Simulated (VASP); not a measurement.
# W3O (P4_2/mmc) in VASP: further runs

Runs on W3O. Level: PBE. Tasks: single point.

Everything below comes from runs of VASP 6.6.1. Logs are shortened: lines on timing, memory, paths and dates and some standing lists are left out, and cuts for length are marked.

### Step 1. The cell of the first run

It takes space group P4_2/mmc (No. 131, tetragonal). The conventional cell has a = 4.885 Å, b = 4.885 Å, c = 5.080 Å, α = 90.00°, β = 90.00°, γ = 90.00°. W (site symmetry m2m) has 10 W at 2.44 to 3.07 Å and 4 O at 2.73 to 2.82 Å within 3.2 Å. Within 3.4 Å of W (site symmetry -4m2) lie 10 W at 2.54 to 3.01 Å and 4 O at 2.75 Å. Within 3.6 Å of O (site symmetry mmm) lie 12 W at 2.73 to 2.82 Å.

### Step 2. Single point, PBE (strain +0.000 along x and y, +0.040 along z)

Contents of INCAR:

```
SYSTEM = W3O
  PREC = Accurate
  ENCUT = 520
  EDIFF = 1E-6
  ISMEAR = 0
  SIGMA = 0.15
  LREAL = .FALSE.
  LASPH = .TRUE.
  NELM = 80
  ALGO = Normal
  ISIF = 2
  LWAVE = .FALSE.
  LCHARG = .FALSE.
  GGA = PE
  NBANDS = 58
```

Contents of KPOINTS:

```
Automatic mesh
0
G
  8 8 8
  0 0 0
```

Contents of POSCAR:

```
W3O
1.0
    4.8845028706      0.0000000000      0.0000000000
    0.0000000000      4.8845028706      0.0000000000
    0.0000000000      0.0000000000      5.0798829854
W O
6 2
Direct
    0.5000000000      0.7500000000      0.0000000000
    0.0000000000      0.5000000000      0.7500000000
    0.2500000000      0.0000000000      0.5000000000
    0.5000000000      0.2500000000      0.0000000000
    0.0000000000      0.5000000000      0.2500000000
    0.7500000000      0.0000000000      0.5000000000
    0.5000000000      0.5000000000      0.5000000000
    0.0000000000      0.0000000000      0.0000000000
```

Potentials or basis: VASP PAW PBE potentials, release 64 (W_sv, O).

Launch:

```sh
$ cat potpaw_PBE.64/W_sv/POTCAR potpaw_PBE.64/O/POTCAR > POTCAR
$ mpirun -np 1 vasp_std > vasp.out
```

OUTCAR:

```text
SYSTEM = W3O
   PREC = Accurate
   ENCUT = 520
   EDIFF = 1E-6
   ISMEAR = 0
   LREAL = .FALSE.
   LASPH = .TRUE.
   NELM = 80
   ISIF = 2
   GGA = PE

 ion  position               nearest neighbor table
   1  0.500  0.750  0.000-   4 2.44   4 2.44   5 3.01   2 3.01   2 3.01   5 3.01   6 3.07   3 3.07
                             6 3.07   3 3.07
   2  0.000  0.500  0.750-   5 2.54   5 2.54   4 3.01   1 3.01   6 3.01   3 3.01   3 3.01   6 3.01
                             1 3.01   4 3.01
   3  0.250  0.000  0.500-   6 2.44   6 2.44   2 3.01   2 3.01   5 3.01   5 3.01   4 3.07   1 3.07
                             4 3.07   1 3.07
   4  0.500  0.250  0.000-   1 2.44   1 2.44   5 3.01   2 3.01   2 3.01   5 3.01   6 3.07   3 3.07
                             6 3.07   3 3.07
   5  0.000  0.500  0.250-   2 2.54   2 2.54   3 3.01   4 3.01   6 3.01   1 3.01   3 3.01   6 3.01
                             1 3.01   4 3.01
   6  0.750  0.000  0.500-   3 2.44   3 2.44   5 3.01   2 3.01   5 3.01   2 3.01   4 3.07   4 3.07
                             1 3.07   1 3.07
   7  0.500  0.500  0.500-
   8  0.000  0.000  0.000-

  LATTYP: Found a simple tetragonal cell.
 ALAT       =     4.8845028706
 C/A-ratio  =     1.0400000000

  Lattice vectors:

 A1 = (   4.8845028706,   0.0000000000,   0.0000000000)
 A2 = (   0.0000000000,   4.8845028706,   0.0000000000)
 A3 = (   0.0000000000,   0.0000000000,   5.0798829854)

Analysis of symmetry for initial positions (statically):
=====================================================================
 Subroutine PRICEL returns:
 Original cell was already a primitive cell.

 Routine SETGRP: Setting up the symmetry group for a
 simple tetragonal supercell.

 Subroutine GETGRP returns: Found 16 space group operations
 (whereof  8 operations were pure point group operations)
 out of a pool of 16 trial point group operations.

The static configuration has the point symmetry D_2h.
 The point group associated with its full space group is D_4h.

Analysis of symmetry for dynamics (positions and initial velocities):
=====================================================================
 Subroutine PRICEL returns:
 Original cell was already a primitive cell.

 Routine SETGRP: Setting up the symmetry group for a
 simple tetragonal supercell.

 Subroutine GETGRP returns: Found 16 space group operations
 (whereof  8 operations were pure point group operations)
 out of a pool of 16 trial point group operations.

The dynamic configuration has the point symmetry D_2h.
 The point group associated with its full space group is D_4h.

 Subroutine INISYM returns: Found 16 space group operations
 (whereof  8 operations are pure point group operations),
 and found     1 'primitive' translations

----------------------------------------------------------------------------------------

                                     Primitive cell

  volume of cell :     121.1977

  direct lattice vectors                    reciprocal lattice vectors
     4.884502871  0.000000000  0.000000000     0.204729125  0.000000000  0.000000000
     0.000000000  4.884502871  0.000000000     0.000000000  0.204729125  0.000000000
     0.000000000  0.000000000  5.079882985     0.000000000  0.000000000  0.196854928

  length of vectors
     4.884502871  4.884502871  5.079882985     0.204729125  0.204729125  0.196854928

  position of ions in fractional coordinates (direct lattice)
     0.500000000  0.750000000  0.000000000
     0.000000000  0.500000000  0.750000000
     0.250000000  0.000000000  0.500000000
     0.500000000  0.250000000  0.000000000
     0.000000000  0.500000000  0.250000000
     0.750000000  0.000000000  0.500000000
     0.500000000  0.500000000  0.500000000
     0.000000000  0.000000000  0.000000000

  ion indices of the primitive-cell ions
   primitive index   ion index
                 1           1
                 2           2
                 3           3
                 4           4
                 5           5
                 6           6
                 7           7
                 8           8

----------------------------------------------------------------------------------------

 KPOINTS: Automatic mesh

Automatic generation of k-mesh.
 Grid dimensions read from file:
 generate k-points for:    8    8    8

 Generating k-lattice:

  Cartesian coordinates                     Fractional coordinates (reciprocal lattice)
     0.025591141  0.000000000  0.000000000     0.125000000  0.000000000  0.000000000
     0.000000000  0.025591141  0.000000000     0.000000000  0.125000000  0.000000000
     0.000000000  0.000000000  0.024606866     0.000000000  0.000000000  0.125000000

  Length of vectors
     0.025591141  0.025591141  0.024606866

  Shift w.r.t. Gamma in fractional coordinates (k-lattice)
     0.000000000  0.000000000  0.000000000

 Subroutine IBZKPT returns following result:
 ===========================================

 Found     75 irreducible k-points:

 Following reciprocal coordinates:
            Coordinates               Weight
  0.000000  0.000000  0.000000      1.000000
  0.125000  0.000000  0.000000      4.000000
  0.250000  0.000000  0.000000      4.000000
  0.375000  0.000000  0.000000      4.000000
  0.500000  0.000000  0.000000      2.000000
  0.125000  0.125000  0.000000      4.000000
[... 16 lines left out ...]
  0.375000  0.125000  0.125000     16.000000
  0.500000  0.125000  0.125000      8.000000
 [... further k-points ...]
   k-points           NKPTS =     75   k-points in BZ     NKDIM =     75   number of bands    NBANDS=     58
   number of dos      NEDOS =    301   number of ions     NIONS =      8
   total plane-waves  NPLWV =  51840
   dimension x,y,z NGX =    36 NGY =   36 NGZ =   40
   dimension x,y,z NGXF=    72 NGYF=   72 NGZF=   80
   ions per type =               6   2
   NGX,Y,Z   is equivalent  to a cutoff of  12.25, 12.25, 13.09 a.u.
   NGXF,Y,Z  is equivalent  to a cutoff of  24.51, 24.51, 26.18 a.u.
 SYSTEM =  W3O
   PREC   = accura    normal or accurate (medium, high low for compatibility)
   ISTART =      0    job   : 0-new  1-cont  2-samecut
   ICHARG =      2    charge: 1-file 2-atom 10-const
   ISPIN  =      1    spin polarized calculation?
   LNONCOLLINEAR =      F non collinear calculations
   LSORBIT =      F    spin-orbit coupling
   LASPH  =      T    aspherical Exc in radial PAW
   ENCUT  =  520.0 eV  38.22 Ry    6.18 a.u.   9.08  9.08  9.45*2*pi/ulx,y,z
   NELM   =     80;   NELMIN=  2; NELMDL= -5     # of ELM steps
   EDIFF  = 0.1E-05   stopping-criterion for ELM
   LREAL  =      F    real-space projection
   EDIFFG = 0.1E-04   stopping-criterion for IOM
   NSW    =      0    number of steps for IOM
   IBRION =     -1    ionic relax: 0-MD 1-quasi-New 2-CG
   NFREE  =      0    steps in history (QN), initial steepest desc. (CG)
   ISIF   =      2    stress and relaxation
   ISYM   =      2    0-nonsym 1-usesym 2-fastsym
   POTIM  = 0.5000    time-step for ionic-motion
   TEBEG  =    0.0;   TEEND  =   0.0 temperature during run
   PSTRESS=    0.0 pullay stress
   NELECT =      96.0000    total number of electrons
   NUPDOWN=      -1.0000    fix difference up-down
   EMIN   =  10.00;   EMAX   =-10.00  energy-range for DOS
   EFERMI =   0.00;   METHOD = LEGACY
   ISMEAR =     0;   SIGMA  =   0.15  broadening in eV -4-tet -1-fermi 0-gaus
   EFERMI_NEDOS =   21; number of points for ismear=-14 and -15
   IALGO  =     38    algorithm
   IMIX   =      4    mixing-type and parameters
     AMIX     =   0.40;   BMIX     =  1.00
     AMIX_MAG =   1.60;   BMIX_MAG =  1.00
  volume/ion in A,a.u.               =      15.15       102.24
  Fermi-wavevector in a.u.,A,eV,Ry     =   1.514725  2.862415 31.217091  2.294391
  Thomas-Fermi vector in A             =   2.624344
   LORBIT       =      0    0 simple, 1 ext, 2 COOP (PROOUT), +10 PAW based schemes
   GGA     = PE    functional components
   LHFCALC =     F    Hartree Fock is set to
   AEXX    =    0.0000 exact exchange contribution
   IVDW    =     0    specifies the selected vdW correction
   LEPSILON=     F    determine dielectric tensor
   LRPA    =     F    only Hartree local field effects (RPA)
 non-spin polarized calculation
 Gauss-broadening in eV      SIGMA  =   0.15
  energy-cutoff  :      520.00
  volume of cell :      121.20
 maximum number of plane-waves:      3294
   NGX = 19   NGY = 19   NGZ = 19

 number of electron      95.9999995 magnetization

 Free energy of the ion-electron system (eV)
  ---------------------------------------------------
  ext. energy  EPLUGINS =         0.00000000
  ---------------------------------------------------
  free energy    TOTEN  =       -80.71274865 eV

  energy without entropy =      -80.63766582  energy(sigma->0) =      -80.67520724

 E-fermi :   9.2522     XC(G=0): -12.8508

 val. band max:        9.2517416311   @ k =   0.5000   0.1250   0.3750
 cond. band min:       9.2561909111   @ k =   0.5000   0.0000   0.5000
 fundamental gap:      0.0044492800
 Fermi energy:         9.2521802478

 k-point     1 :       0.0000    0.0000    0.0000
  band No.  band energies     occupation
      1     -65.0468      2.00000
      2     -64.9986      2.00000
      3     -64.9944      2.00000
      4     -64.8804      2.00000
      5     -64.7815      2.00000
      6     -64.7815      2.00000
[... 50 lines left out ...]
     57      12.5585      0.00000
     58      12.6027      0.00000

 k-point     2 :       0.1250    0.0000    0.0000
  band No.  band energies     occupation
      1     -65.0438      2.00000
      2     -64.9989      2.00000
      3     -64.9887      2.00000
      4     -64.8804      2.00000
      5     -64.7901      2.00000
      6     -64.7815      2.00000
[... 50 lines left out ...]
     57      12.2989      0.00000
     58      12.6623      0.00000

 k-point     3 :       0.2500    0.0000    0.0000
  band No.  band energies     occupation
      1     -65.0373      2.00000
      2     -65.0019      2.00000
      3     -64.9683      2.00000
      4     -64.8804      2.00000
      5     -64.8146      2.00000
      6     -64.7815      2.00000
[... 1216 lines left out ...]
      3     -64.9353      2.00000
      4     -64.8859      2.00000
      5     -64.8511      2.00000
      6     -64.7901      2.00000
[... 50 lines left out ...]
     57      11.6638      0.00000
     58      11.8672      0.00000

 k-point    24 :       0.5000    0.1250    0.1250
  band No.  band energies     occupation
      1     -65.0217      2.00000
      2     -65.0002      2.00000
      3     -64.8943      2.00000
      4     -64.8941      2.00000
      5     -64.8848      2.00000
      6     -64.7901      2.00000
[... 50 lines left out ...]
     57      11.5046      0.00000
     58      11.6490      0.00000

 [... further k-points ...]

------------------------ aborting loop because EDIFF is reached ----------------------------------------

  FORCE on cell =-STRESS in cart. coord.  units (eV):
  Direction    XX          YY          ZZ          XY          YZ          ZX
  --------------------------------------------------------------------------------------
  -------------------------------------------------------------------------------------
  Total       -5.4819409     -5.4819409     -7.2850405     -0.0000000      0.0000000      0.0000000
  in kB      -72.4687029    -72.4687029    -96.3048386     -0.0000000      0.0000000      0.0000000
  external PRESSURE =     -80.4140815 kB  Pullay stress =       0.0000000 kB

 VOLUME and BASIS-vectors are now :
 -----------------------------------------------------------------------------
  energy-cutoff  :      520.00
  volume of cell :      121.20
      direct lattice vectors                 reciprocal lattice vectors
     4.884502871  0.000000000  0.000000000     0.204729125  0.000000000  0.000000000
     0.000000000  4.884502871  0.000000000     0.000000000  0.204729125  0.000000000
     0.000000000  0.000000000  5.079882985     0.000000000  0.000000000  0.196854928

 POSITION                                       TOTAL-FORCE (eV/Angst)
 -----------------------------------------------------------------------------------
      2.44225      3.66338      0.00000         0.000000     -0.388441     -0.000000
      0.00000      2.44225      3.80991         0.000000      0.000000      0.000000
      1.22113      0.00000      2.53994        -0.388441      0.000000      0.000000
      2.44225      1.22113      0.00000         0.000000      0.388441      0.000000
      0.00000      2.44225      1.26997         0.000000      0.000000     -0.000000
      3.66338      0.00000      2.53994         0.388441      0.000000      0.000000
      2.44225      2.44225      2.53994         0.000000      0.000000      0.000000
      0.00000      0.00000      0.00000         0.000000      0.000000      0.000000
 -----------------------------------------------------------------------------------
    total drift:                                0.000000      0.000000     -0.000000

  FREE ENERGIE OF THE ION-ELECTRON SYSTEM (eV)
  ---------------------------------------------------
  free  energy   TOTEN  =       -80.7127486549 eV

  energy  without entropy=      -80.6376658154  energy(sigma->0) =      -80.67520724
```

Run time: 3.8 min. Hardware: 1 thread of AMD EPYC 9R45 (Zen 5), shared host; peak memory 0.44 GiB.

What came out:

* Free energy: -80.7127 eV
* Pressure: -8.0 GPa
* Largest force: 0.388 eV/Å
* Band gap on the k mesh: zero (bands 48 and 49 overlap by 0.95 eV)

Forces in eV/Å, atoms in the order of the input:
```
W    0.000 -0.388  0.000
W    0.000  0.000  0.000
W   -0.388  0.000  0.000
W    0.000  0.388  0.000
W    0.000  0.000  0.000
W    0.388  0.000  0.000
O    0.000  0.000  0.000
O    0.000  0.000  0.000
```

Stress tensor (GPa, compression positive):
```
-7.25  0.00  0.00
 0.00 -7.25  0.00
 0.00  0.00 -9.63
```

Caveat: the cell differs from its parent crystal (strain +0.000 along x and y, +0.040 along z); the cell stands under tension; spin-orbit coupling is left out, which moves the levels of the heavy elements.

### Step 3. Single point, PBE (strain +0.000 along x and y, +0.040 along z)

Edit INCAR of step 2 so:

```diff
@@ -9,3 +9,3 @@
   NELM = 80
-  ALGO = Normal
+  ALGO = Fast
   ISIF = 2
```

KPOINTS is that of step 2.

POSCAR is that of step 2.

Potentials or basis: VASP PAW PBE potentials, release 64 (W_sv, O).

Launch:

```sh
$ cat potpaw_PBE.64/W_sv/POTCAR potpaw_PBE.64/O/POTCAR > POTCAR
$ mpirun -np 1 vasp_std > vasp.out
```

It took 14 min on 1 thread of Oxide Virtual Turin-like, shared host; peak memory 0.44 GiB.

It converged, with:

```
Free energy            : -80.7127 eV
Pressure               : -8.0 GPa
Largest force          : 0.389 eV/Å
Band gap on the k mesh : zero (bands 48 and 49 overlap by 0.95 eV)
```

Forces in eV/Å, atoms in the order of the input:
```
W    0.000 -0.389  0.000
W    0.000  0.000  0.000
W   -0.389  0.000  0.000
W    0.000  0.389  0.000
W    0.000  0.000  0.000
W    0.389  0.000  0.000
O    0.000  0.000  0.000
O    0.000  0.000  0.000
```

Stress tensor (GPa, compression positive):
```
-7.24  0.00  0.00
 0.00 -7.24  0.00
 0.00  0.00 -9.62
```

Levels at points of the mesh, in eV from the Fermi level:
| k point | band 46 | band 47 | band 48 | band 49 | band 50 | band 51 |
| --- | --- | --- | --- | --- | --- | --- |
| (0.00, 0.00, 0.00) | -0.71 | -0.21 | 0.31 | 0.31 | 1.15 | 1.30 |
| (0.50, 0.00, 0.00) | -0.80 | 0.21 | 0.32 | 0.47 | 0.53 | 0.70 |
| (0.50, 0.50, 0.00) | -0.35 | -0.35 | -0.35 | -0.20 | -0.01 | -0.01 |
| (0.00, 0.00, 0.50) | -1.07 | 0.40 | 0.40 | 0.55 | 0.55 | 1.16 |
| (0.50, 0.00, 0.50) | -0.60 | -0.57 | -0.20 | -0.15 | -0.10 | 0.00 |
| (0.50, 0.50, 0.50) | -0.97 | -0.79 | -0.79 | -0.26 | -0.26 | 0.47 |

Caveat: the cell differs from its parent crystal (strain +0.000 along x and y, +0.040 along z); the cell stands under tension; spin-orbit coupling is left out, which moves the levels of the heavy elements.

(Continued in part 2 of 2.)
